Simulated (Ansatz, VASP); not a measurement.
**One calculation of H, two programs**

```
CELL_PARAMETERS angstrom
2.43767 0.00000 0.00000
0.00000 2.43767 0.00000
0.00000 0.00000 0.98049
ATOMIC_POSITIONS crystal
H 0.00000 0.00000 0.50000
```

Change from the starting cell: strain -0.080 along x and y, +0.000 along z, atoms carried along.

Alike in both runs: task single point; functional PBEsol; k mesh 10 × 10 × 26; occupations gaussian, width 0.05 eV; no spin polarisation.

|  | VASP | Ansatz |
| --- | --- | --- |
| version | VASP 6.6.1 | Ansatz 0.2.0 |
| potentials or method | VASP PAW PBE potentials, release 64 (H), cutoff 520 eV | scalar-relativistic, plane waves, PAW |
| valence electrons in the cell | 1 | 1 |

```tsv
	VASP	Ansatz	Ansatz less VASP
gap on the k mesh at the Fermi level (eV)	none	none	-
pressure (GPa)	2.4	2.7	+0.28
traceless stress, the component that is largest in VASP (GPa)	1.99	1.95	-0.039
```

VASP's potentials were made for PBE, not for PBEsol. A gap of «none» marks a metal or a gap that the smearing closes. With one functional, cell and mesh, what is left measures potentials, basis and numerics.
